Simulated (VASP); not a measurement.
Write the native input for VASP 6.6.1 that does the following.

```
Task                   : single point
Functional             : LDA
Potentials or basis    : VASP PAW LDA potentials, release 64 (Mg)
Cutoff                 : 520 eV
k mesh                 : 20 × 20 × 20
Occupations            : gaussian, width 0.15 eV
Spin                   : no spin polarisation
Dipole correction      : no
Further INCAR settings : ALGO = Fast; EDIFF = 1e-06; NBANDS = 7
```

The structure of Mg lies in POSCAR:

```
Mg
1.0
   -1.8359916300      1.8485871602      1.6931739572
    1.8359916300     -1.8233960998      1.6656340828
    1.8359916300      1.8233960998     -1.6656340828
Mg
1
Direct
    0.0000000000      0.0000000000      0.0000000000
```

This cell differs from its parent crystal: strain +0.0150 x Voigt [0, 0, 0, 1, 0, 0].

These files were run (other wordings do the same):

INCAR

```
ALGO = Fast
EDIFF = 1E-6
ENCUT = 520
GGA = CA
ISIF = 2
ISMEAR = 0
LASPH = T
LCHARG = T
LELF = T
LREAL = F
LVHAR = T
LWAVE = F
NBANDS = 7
NELM = 80
PREC = Accurate
SIGMA = 0.15
```

KPOINTS

```
k-points
0
Gamma
  20 20 20
```

Potentials or basis: VASP PAW LDA potentials, release 64 (Mg).

The run is started by

```sh
$ cat potpaw_LDA.64/Mg/POTCAR > POTCAR
$ mpirun -np 1 vasp_std > vasp.out
```

It gave:

```json
{
 "Pressure": "-1.9 GPa",
 "Band gap on the k mesh": "zero (bands 1 and 2 overlap by 4.55 eV)"
}
```

Caveat: the cell differs from its parent crystal (strain +0.0150 x Voigt [0, 0, 0, 1, 0, 0]).

Run time: 5 min on 1 thread of Oxide Virtual Turin-like Processor (shared host), peak memory 0.4 GiB.
